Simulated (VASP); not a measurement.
**HgTe: single point with PBEsol**

The system is HgTe.

```xyz
2
Lattice="-3.0857 3.0857 1.5799 3.0857 -3.0857 1.5799 3.0857 3.0857 -1.5799" Properties=species:S:1:pos:R:3 pbc="T T T"
Hg    0.0000    3.0857    0.7900
Te    0.0000    0.0000    0.0000
```

This cell differs from its parent crystal: volume scaled by 1.04.

* Program: VASP 6.6.1
* Task: single point
* Functional: PBEsol
* Potentials or basis: VASP PAW PBE potentials, release 64 (Hg, Te)
* Cutoff: 520 eV
* k mesh: 10 × 10 × 10
* Occupations: fermi-dirac, width 0.05 eV
* Spin: no spin polarisation
* Dipole correction: no
* Further INCAR settings: ALGO = Normal; EDIFF = 1e-06; NBANDS = 16

```
Pressure               : -4.5 GPa
Band gap on the k mesh : zero (band 9 reaches 5.21 eV, above the bottom of band 10 at 2.03 eV)
```

Stress tensor (GPa, compression positive):
```
-5.66  0.00  0.00
 0.00 -5.66  0.00
 0.00  0.00 -2.09
```

Levels at points of the mesh, in eV from the Fermi level:
| k point | band 7 | band 8 | band 9 | band 10 | band 11 | band 12 |
| --- | --- | --- | --- | --- | --- | --- |
| (0.00, 0.00, 0.00) | -3.42 | -2.24 | -2.24 | 3.35 | 4.66 | 6.80 |
| (0.50, 0.00, 0.00) | -4.31 | -1.85 | -0.97 | -0.08 | 3.14 | 3.87 |
| (0.50, 0.50, 0.00) | -5.88 | -0.82 | 1.41 | 2.02 | 2.86 | 3.44 |
| (0.50, 0.50, 0.50) | -4.23 | -4.04 | -4.04 | 3.05 | 7.31 | 7.80 |

Run time: 45 s on 1 thread of Intel(R) Xeon(R) 6975P-C (Granite Rapids) (shared host), peak memory 0.27 GiB.

Caveat: the PAW data sets were made with another functional, which shifts forces and pressure a little; spin-orbit coupling is left out, which moves the levels of the heavy elements.
